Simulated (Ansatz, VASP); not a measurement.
One calculation of Tc, two programs

```
Tc
1.0
     2.75205    0.00000    0.00000
    -1.37602    2.38334    0.00000
     0.00000    0.00000    4.40074
Tc
2
Direct
  0.33333 0.66667 0.25000
  0.66667 0.33333 0.75000
```

Alike in both runs: functional PBE; k mesh 18 × 18 × 10; occupations gaussian, width 0.05 eV; no spin polarisation.

Ansatz relaxed the structure, and its values are those at the end. VASP's run is a single point on that final structure, the one shown.

|  | VASP | Ansatz |
| --- | --- | --- |
| version | VASP 6.6.1 | Ansatz 0.2.0 |
| potentials or method | VASP PAW PBE potentials, release 64 (Tc_pv), cutoff 520 eV | scalar-relativistic, plane waves, PAW |
| valence electrons in the cell | 26 | 30 |

|  | VASP | Ansatz | Ansatz less VASP |
| --- | --- | --- | --- |
| gap on the k mesh at the Fermi level (eV) | none | none | - |
| pressure (GPa) | -0.7 | 0.0 | +0.65 |

A gap of «none» marks a metal or a gap that the smearing closes. With one functional, cell and mesh, what is left measures potentials, basis and numerics. VASP's potentials hold 26 valence electrons a cell and Ansatz's 30, so a difference there can come from the potentials and not from the codes.
